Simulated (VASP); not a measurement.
# TePb (Fm-3m) in VASP: further runs

TePb is run at these levels: PBE; tasks: single point, relaxation of the atoms.

Everything below comes from runs of VASP 6.6.1. Logs are shortened: lines on timing, memory, paths and dates and some standing lists are left out, and cuts for length are marked.

### Step 1. The cell of the first run

It takes space group Fm-3m (No. 225, cubic). Conventional cell: a = 6.462 Å, b = 6.462 Å, c = 6.462 Å, α = 90.00°, β = 90.00°, γ = 90.00°. Within 4.3 Å of Te (site symmetry m-3m) lie 6 Pb at 3.23 Å. Pb (site symmetry m-3m) has 6 Te at 3.23 Å within 4.3 Å.

### Step 2. Single point, PBE

INCAR

```
PREC = Accurate
ENCUT = 520
EDIFF = 1E-6
ISMEAR = -1
SIGMA = 0.05
LREAL = False
LASPH = True
NELM = 100
ALGO = Normal
ISIF = 2
LWAVE = False
LCHARG = False
GGA = PE
NBANDS = 17
```

KPOINTS

```
Automatic mesh
0
Gamma
  9 9 9
```

POSCAR

```
TePb
1.0
    0.0000000000      3.2310000000      3.2310000000
    3.2310000000      0.0000000000      3.2310000000
    3.2310000000      3.2310000000      0.0000000000
Te Pb
1 1
Direct
    0.5000000000      0.5000000000      0.5000000000
    0.0000000000      0.0000000000      0.0000000000
```

Potentials or basis: VASP PAW PBE potentials, release 64 (Te, Pb_d).

The run is started by

```console
> cat potpaw_PBE.64/Te/POTCAR potpaw_PBE.64/Pb_d/POTCAR > POTCAR
> mpirun -np 1 vasp_std > vasp.out
```

OUTCAR:

```text
PREC = Accurate
   ENCUT = 520
   EDIFF = 1E-6
   ISMEAR = -1
   LREAL = False
   LASPH = True
   NELM = 100
   ISIF = 2
   GGA = PE

 ion  position               nearest neighbor table
   1  0.500  0.500  0.500-   2 3.23   2 3.23   2 3.23   2 3.23   2 3.23   2 3.23
   2  0.000  0.000  0.000-   1 3.23   1 3.23   1 3.23   1 3.23   1 3.23   1 3.23

  LATTYP: Found a face centered cubic cell.
 ALAT       =     6.4620000000

  Lattice vectors:

 A1 = (   0.0000000000,   3.2310000000,   3.2310000000)
 A2 = (   3.2310000000,   0.0000000000,   3.2310000000)
 A3 = (   3.2310000000,   3.2310000000,   0.0000000000)

Analysis of symmetry for initial positions (statically):
=====================================================================
 Subroutine PRICEL returns:
 Original cell was already a primitive cell.

 Routine SETGRP: Setting up the symmetry group for a
 face centered cubic supercell.

 Subroutine GETGRP returns: Found 48 space group operations
 (whereof 48 operations were pure point group operations)
 out of a pool of 48 trial point group operations.

The static configuration has the point symmetry O_h .

Analysis of symmetry for dynamics (positions and initial velocities):
=====================================================================
 Subroutine PRICEL returns:
 Original cell was already a primitive cell.

 Routine SETGRP: Setting up the symmetry group for a
 face centered cubic supercell.

 Subroutine GETGRP returns: Found 48 space group operations
 (whereof 48 operations were pure point group operations)
 out of a pool of 48 trial point group operations.

The dynamic configuration has the point symmetry O_h .

 Subroutine INISYM returns: Found 48 space group operations
 (whereof 48 operations are pure point group operations),
 and found     1 'primitive' translations

----------------------------------------------------------------------------------------

                                     Primitive cell

  volume of cell :      67.4592

  direct lattice vectors                    reciprocal lattice vectors
     0.000000000  3.231000000  3.231000000    -0.154750851  0.154750851  0.154750851
     3.231000000  0.000000000  3.231000000     0.154750851 -0.154750851  0.154750851
     3.231000000  3.231000000  0.000000000     0.154750851  0.154750851 -0.154750851

  length of vectors
     4.569324020  4.569324020  4.569324020     0.268036337  0.268036337  0.268036337

  position of ions in fractional coordinates (direct lattice)
     0.500000000  0.500000000  0.500000000
     0.000000000  0.000000000  0.000000000

  ion indices of the primitive-cell ions
   primitive index   ion index
                 1           1
                 2           2

----------------------------------------------------------------------------------------

 KPOINTS: Automatic mesh

Automatic generation of k-mesh.
 Grid dimensions read from file:
 generate k-points for:    9    9    9

 Generating k-lattice:

  Cartesian coordinates                     Fractional coordinates (reciprocal lattice)
    -0.017194539  0.017194539  0.017194539     0.111111111  0.000000000  0.000000000
     0.017194539 -0.017194539  0.017194539     0.000000000  0.111111111  0.000000000
     0.017194539  0.017194539 -0.017194539     0.000000000  0.000000000  0.111111111

  Length of vectors
     0.029781815  0.029781815  0.029781815

  Shift w.r.t. Gamma in fractional coordinates (k-lattice)
     0.000000000  0.000000000  0.000000000

 Subroutine IBZKPT returns following result:
 ===========================================

 Found     35 irreducible k-points:

 Following reciprocal coordinates:
            Coordinates               Weight
  0.000000  0.000000  0.000000      1.000000
  0.111111  0.000000  0.000000      8.000000
  0.222222  0.000000  0.000000      8.000000
  0.333333  0.000000  0.000000      8.000000
  0.444444  0.000000  0.000000      8.000000
  0.111111  0.111111  0.000000      6.000000
[... 16 lines left out ...]
 -0.333333  0.333333  0.000000     12.000000
  0.444444  0.444444  0.000000      6.000000
 [... further k-points ...]
   k-points           NKPTS =     35   k-points in BZ     NKDIM =     35   number of bands    NBANDS=     17
   number of dos      NEDOS =    301   number of ions     NIONS =      2
   total plane-waves  NPLWV =  46656
   dimension x,y,z NGX =    36 NGY =   36 NGZ =   36
   dimension x,y,z NGXF=    72 NGYF=   72 NGZF=   72
   ions per type =               1   1
   NGX,Y,Z   is equivalent  to a cutoff of  13.10, 13.10, 13.10 a.u.
   NGXF,Y,Z  is equivalent  to a cutoff of  26.20, 26.20, 26.20 a.u.
 SYSTEM =  unknown system
   PREC   = accura    normal or accurate (medium, high low for compatibility)
   ISTART =      0    job   : 0-new  1-cont  2-samecut
   ICHARG =      2    charge: 1-file 2-atom 10-const
   ISPIN  =      1    spin polarized calculation?
   LNONCOLLINEAR =      F non collinear calculations
   LSORBIT =      F    spin-orbit coupling
   LASPH  =      T    aspherical Exc in radial PAW
   ENCUT  =  520.0 eV  38.22 Ry    6.18 a.u.   8.50  8.50  8.50*2*pi/ulx,y,z
   NELM   =    100;   NELMIN=  2; NELMDL= -5     # of ELM steps
   EDIFF  = 0.1E-05   stopping-criterion for ELM
   LREAL  =      F    real-space projection
   EDIFFG = 0.1E-04   stopping-criterion for IOM
   NSW    =      0    number of steps for IOM
   IBRION =     -1    ionic relax: 0-MD 1-quasi-New 2-CG
   NFREE  =      0    steps in history (QN), initial steepest desc. (CG)
   ISIF   =      2    stress and relaxation
   ISYM   =      2    0-nonsym 1-usesym 2-fastsym
   POTIM  = 0.5000    time-step for ionic-motion
   TEBEG  =    0.0;   TEEND  =   0.0 temperature during run
   PSTRESS=    0.0 pullay stress
   NELECT =      20.0000    total number of electrons
   NUPDOWN=      -1.0000    fix difference up-down
   EMIN   =  10.00;   EMAX   =-10.00  energy-range for DOS
   EFERMI =   0.00;   METHOD = LEGACY
   ISMEAR =    -1;   SIGMA  =   0.05  broadening in eV -4-tet -1-fermi 0-gaus
   EFERMI_NEDOS =   21; number of points for ismear=-14 and -15
   IALGO  =     38    algorithm
   IMIX   =      4    mixing-type and parameters
     AMIX     =   0.40;   BMIX     =  1.00
     AMIX_MAG =   1.60;   BMIX_MAG =  1.00
  volume/ion in A,a.u.               =      33.73       227.62
  Fermi-wavevector in a.u.,A,eV,Ry     =   1.091619  2.062861 16.213147  1.191633
  Thomas-Fermi vector in A             =   2.227868
   LORBIT       =      0    0 simple, 1 ext, 2 COOP (PROOUT), +10 PAW based schemes
   GGA     = PE    functional components
   LHFCALC =     F    Hartree Fock is set to
   AEXX    =    0.0000 exact exchange contribution
   IVDW    =     0    specifies the selected vdW correction
   LEPSILON=     F    determine dielectric tensor
   LRPA    =     F    only Hartree local field effects (RPA)
 non-spin polarized calculation
  energy-cutoff  :      520.00
  volume of cell :       67.46
 maximum number of plane-waves:      1853
 NGX is ok and might be reduce to    36
   NGX = 17   NGY = 17   NGZ = 17

 number of electron      20.0000003 magnetization

 Free energy of the ion-electron system (eV)
  ---------------------------------------------------
  ext. energy  EPLUGINS =         0.00000000
  ---------------------------------------------------
  free energy    TOTEN  =        -7.50175052 eV

  energy without entropy =       -7.50174769  energy(sigma->0) =       -7.50174911

 E-fermi :   6.0184     XC(G=0):  -9.3003

 val. band max:        5.5580201956   @ k =   0.4444   0.0000   0.0000
 cond. band min:       6.4690184784   @ k =   0.4444   0.0000   0.0000
 fundamental gap:      0.9109982829
 Fermi energy:         6.0183617232

 k-point     1 :       0.0000    0.0000    0.0000
  band No.  band energies     occupation
      1     -11.0954      2.00000
      2     -11.0954      2.00000
      3     -11.0863      2.00000
      4     -11.0863      2.00000
      5     -11.0863      2.00000
      6      -6.3944      2.00000
[... 9 lines left out ...]
     16      11.4207      0.00000
     17      12.9901      0.00000

 k-point     2 :       0.1111    0.0000    0.0000
  band No.  band energies     occupation
      1     -11.0969      2.00000
      2     -11.0969      2.00000
      3     -11.0860      2.00000
      4     -11.0846      2.00000
      5     -11.0846      2.00000
      6      -6.2884      2.00000
[... 9 lines left out ...]
     16      11.6551      0.00000
     17      13.8613      0.00000

 k-point     3 :       0.2222    0.0000    0.0000
  band No.  band energies     occupation
      1     -11.1012      2.00000
      2     -11.1012      2.00000
      3     -11.0852      2.00000
      4     -11.0795      2.00000
      5     -11.0795      2.00000
      6      -5.9801      2.00000
[... 9 lines left out ...]
     16      12.2943      0.00000
     17      15.4899      0.00000

 k-point     4 :       0.3333    0.0000    0.0000
  band No.  band energies     occupation
      1     -11.1065      2.00000
      2     -11.1065      2.00000
      3     -11.0844      2.00000
      4     -11.0735      2.00000
      5     -11.0735      2.00000
      6      -5.5126      2.00000
[... 9 lines left out ...]
     16      13.2853      0.00000
     17      16.6370      0.00000

 k-point     5 :       0.4444    0.0000    0.0000
  band No.  band energies     occupation
      1     -11.1099      2.00000
      2     -11.1099      2.00000
      3     -11.0840      2.00000
      4     -11.0694      2.00000
      5     -11.0694      2.00000
      6      -5.0476      2.00000
[... 9 lines left out ...]
     16      14.5005      0.00000
     17      15.4099      0.00000

 k-point     6 :       0.1111    0.1111    0.0000
  band No.  band energies     occupation
      1     -11.1004      2.00000
      2     -11.0941      2.00000
      3     -11.0874      2.00000
      4     -11.0834      2.00000
      5     -11.0834      2.00000
      6      -6.2532      2.00000
[... 9 lines left out ...]
     16      12.0701      0.00000
     17      13.4940      0.00000

 k-point     7 :       0.2222    0.1111    0.0000
  band No.  band energies     occupation
      1     -11.1063      2.00000
      2     -11.0953      2.00000
      3     -11.0874      2.00000
      4     -11.0800      2.00000
      5     -11.0788      2.00000
      6      -6.0127      2.00000
[... 9 lines left out ...]
     16      12.7730      0.00000
     17      14.3923      0.00000

 k-point     8 :       0.3333    0.1111    0.0000
  band No.  band energies     occupation
      1     -11.1120      2.00000
      2     -11.0999      2.00000
      3     -11.0857      2.00000
      4     -11.0760      2.00000
      5     -11.0726      2.00000
      6      -5.5976      2.00000
[... 9 lines left out ...]
     16      13.7488      0.00000
     17      15.8605      0.00000
[... 203 lines left out ...]
      1     -11.1099      2.00000
      2     -11.1066      2.00000
      3     -11.0817      2.00000
      4     -11.0751      2.00000
      5     -11.0734      2.00000
      6      -5.3623      2.00000
[... 9 lines left out ...]
     16      14.4602      0.00000
     17      15.2469      0.00000

 k-point    20 :       0.3333    0.3333    0.0000
  band No.  band energies     occupation
      1     -11.1381      2.00000
      2     -11.0937      2.00000
      3     -11.0870      2.00000
      4     -11.0671      2.00000
      5     -11.0671      2.00000
      6      -5.2676      2.00000
[... 9 lines left out ...]
     16      14.7521      0.00000
     17      15.5110      0.00000

 k-point    21 :       0.4444    0.3333    0.0000
  band No.  band energies     occupation
      1     -11.1450      2.00000
      2     -11.0931      2.00000
      3     -11.0881      2.00000
      4     -11.0648      2.00000
      5     -11.0637      2.00000
      6      -4.9455      2.00000
[... 9 lines left out ...]
     16      15.6386      0.00000
     17      16.2785      0.00000

 k-point    22 :      -0.4444    0.3333    0.0000
  band No.  band energies     occupation
      1     -11.1426      2.00000
      2     -11.0928      2.00000
      3     -11.0886      2.00000
      4     -11.0666      2.00000
      5     -11.0635      2.00000
      6      -4.6801      2.00000
[... 9 lines left out ...]
     16      15.0545      0.00000
     17      16.8309      0.00000

 k-point    23 :      -0.3333    0.3333    0.0000
  band No.  band energies     occupation
      1     -11.1323      2.00000
      2     -11.0992      2.00000
      3     -11.0817      2.00000
      4     -11.0716      2.00000
      5     -11.0664      2.00000
      6      -4.6651      2.00000
[... 9 lines left out ...]
     16      13.9882      0.00000
     17      15.9559      0.00000

 k-point    24 :       0.4444    0.4444    0.0000
  band No.  band energies     occupation
      1     -11.1551      2.00000
      2     -11.0958      2.00000
      3     -11.0846      2.00000
      4     -11.0611      2.00000
      5     -11.0611      2.00000
      6      -4.7864      2.00000
[... 9 lines left out ...]
     16      15.8765      0.00000
     17      17.0348      0.00000

 [... further k-points ...]

------------------------ aborting loop because EDIFF is reached ----------------------------------------

  FORCE on cell =-STRESS in cart. coord.  units (eV):
  Direction    XX          YY          ZZ          XY          YZ          ZX
  --------------------------------------------------------------------------------------
  -------------------------------------------------------------------------------------
  Total        0.8695617      0.8695617      0.8695617      0.0000000      0.0000000      0.0000000
  in kB       20.6523803     20.6523803     20.6523803      0.0000000      0.0000000      0.0000000
  external PRESSURE =      20.6523803 kB  Pullay stress =       0.0000000 kB

 VOLUME and BASIS-vectors are now :
 -----------------------------------------------------------------------------
  energy-cutoff  :      520.00
  volume of cell :       67.46
      direct lattice vectors                 reciprocal lattice vectors
     0.000000000  3.231000000  3.231000000    -0.154750851  0.154750851  0.154750851
     3.231000000  0.000000000  3.231000000     0.154750851 -0.154750851  0.154750851
     3.231000000  3.231000000  0.000000000     0.154750851  0.154750851 -0.154750851

 POSITION                                       TOTAL-FORCE (eV/Angst)
 -----------------------------------------------------------------------------------
      3.23100      3.23100      3.23100         0.000000     -0.000000      0.000000
      0.00000      0.00000      0.00000         0.000000      0.000000     -0.000000
 -----------------------------------------------------------------------------------
    total drift:                               -0.000000      0.000000      0.000000

  FREE ENERGIE OF THE ION-ELECTRON SYSTEM (eV)
  ---------------------------------------------------
  free  energy   TOTEN  =        -7.5017505233 eV

  energy  without entropy=       -7.5017476893  energy(sigma->0) =       -7.50174911
```

Run time: 60 s. Hardware: 1 thread of Intel Xeon Platinum 8375C at 2.90GHz (Ice Lake), shared host; peak memory 0.22 GiB.

Results:

* Free energy: -7.5018 eV
* Pressure: 2.1 GPa

Levels at points of the mesh, in eV from the Fermi level:
```tsv
k point	band 6	band 7	band 8	band 9	band 10	band 11	band 12	band 13	band 14	band 15
(0.00, 0.00, 0.00)	-12.41	-5.99	-1.74	-1.74	-1.74	3.68	3.68	3.68	5.40	5.40
```

Caveat: this odd mesh misses L, where the gap lies, so gap, dielectric constants and Born charges aren't listed; spin-orbit coupling is left out, which moves the levels of the heavy elements.

[end of part 1 of 2]
